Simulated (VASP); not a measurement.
Write the native input for VASP 6.6.1 that does the following.

```yaml
Task: single point
Functional: PBEsol
Potentials_or_basis: VASP PAW PBE potentials, release 64 (W_sv, S)
Cutoff: 520 eV
k_mesh: 8 × 8 × 8
Occupations: fermi-dirac, width 0.05 eV
Spin: non-collinear spin, zero start, spin-orbit coupling
Starting_moments: "[[0.0, 0.0, 0.0], [0.0, 0.0, 0.0], [0.0, 0.0, 0.0]] μB"
Dipole_correction: no
Further_INCAR_settings: ALGO = Normal; EDIFF = 1e-07; NBANDS = 39
```

The structure of WS2 (Tungstenite) lies in POSCAR:

```
WS2
1.0
    1.5790000000      0.9116360751      6.1633333333
   -1.5790000000      0.9116360751      6.1633333333
    0.0000000000     -1.8232721501      6.1633333333
W S
1 2
Direct
    0.0000000000      0.0000000000      0.0000000000
    0.5810000000      0.5810000000      0.5810000000
    0.7503000000      0.7503000000      0.7503000000
```

The input as run:

INCAR

```
PREC = Accurate
ENCUT = 520
EDIFF = 1E-7
ISMEAR = -1
SIGMA = 0.05
LREAL = False
LASPH = True
NELM = 150
ALGO = Normal
ISIF = 2
LWAVE = False
LCHARG = False
MAGMOM = 0 0 0 0 0 0 0 0 0
LORBIT = 11
LSORBIT = True
GGA_COMPAT = False
LORBMOM = True
LMAXMIX = 4
GGA = PS
NBANDS = 39
```

KPOINTS

```
regular mesh
0
Gamma
  8 8 8
```

Potentials or basis: VASP PAW PBE potentials, release 64 (W_sv, S).

Launch:

```sh
$ cat potpaw_PBE.64/W_sv/POTCAR potpaw_PBE.64/S/POTCAR > POTCAR
$ mpirun -np 1 vasp_ncl > vasp.out
```

It gave:

* Pressure: -0.3 GPa
* Largest force: 0.598 eV/Å
* Net moment: 0.00 μB per cell
* Valence electrons inside the program's atomic spheres: W 12.08; S 3.69, 3.71

Caveat: the PAW data sets were made with another functional, which shifts forces and pressure a little.

It took 25 min on 1 thread of Intel(R) Xeon(R) Platinum 8259CL CPU @ 2.50GHz (Skylake/Cascade Lake), with other jobs on the host, peak memory 0.9 GiB.
